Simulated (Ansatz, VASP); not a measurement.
One calculation of Ti, two programs

```
Ti
1.0
     1.47379   -4.81737    0.00000
     1.47379    4.81737    0.00000
     0.00000    0.00000    4.92359
Ti
4
Direct
  0.13535 0.86465 0.99997
  0.63535 0.36465 0.50003
  0.86465 0.13535 0.00003
  0.36465 0.63535 0.49997
```

Alike in both runs: functional r2SCAN; k mesh 6 × 6 × 4; occupations gaussian, width 0.1 eV; no spin polarisation.

Ansatz relaxed the structure, and its values are those at the end. VASP's run is a single point on that final structure, the one shown.

|  | VASP | Ansatz |
| --- | --- | --- |
| version | VASP 6.6.1 | Ansatz 0.2.0 |
| potentials or method | VASP PAW PBE potentials, release 64 (Ti_sv), cutoff 520 eV | scalar-relativistic, plane waves, PAW |
| valence electrons in the cell | 48 | 48 |

```csv
,VASP,Ansatz,Ansatz less VASP
gap on the k mesh at the Fermi level (eV),none,none,-
pressure (GPa),0.2,-0.2,-0.41
rms of the force components (eV/Å),0.004,0.014,+0.0098
```

VASP's potentials were made for PBE, not for r2SCAN. A gap of «none» marks a metal or a gap that the smearing closes.

The k mesh is coarse, so the values compare programs but aren't converged.
